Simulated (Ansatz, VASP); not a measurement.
## One calculation of In, two programs

```
In
1.0
     3.14889    0.00000    0.00000
    -1.57445    2.72702    0.00000
     0.00000    0.00000   11.08158
In
4
Direct
  0.00000 0.00000 0.00000
  0.33333 0.66667 0.25000
  0.00000 0.00000 0.50000
  0.66667 0.33333 0.75000
```

Alike in both runs: task single point; functional PBE; k mesh 15 × 15 × 4; occupations gaussian, width 0.1 eV; no spin polarisation.

```csv
,VASP,Ansatz
version,VASP 6.6.1,Ansatz 0.2.0
potentials or method,"VASP PAW PBE potentials, release 64 (In_d), cutoff 520 eV","scalar-relativistic, plane waves, PAW"
valence electrons in the cell,52,52
```

VASP gave:

```
gap on the k mesh at the Fermi level (eV)                     : none
pressure (GPa)                                                : 7.5
traceless stress, the component that is largest in VASP (GPa) : -2.26
```

Task: Estimate Ansatz's values.

Result: gap on the k mesh at the Fermi level (eV): none; pressure (GPa): 7.7; traceless stress, the component that is largest in VASP (GPa): -2.26.

A gap of «none» marks a metal or a gap that the smearing closes. The functional is the same, so the differences come from potentials, cutoffs and numerics.
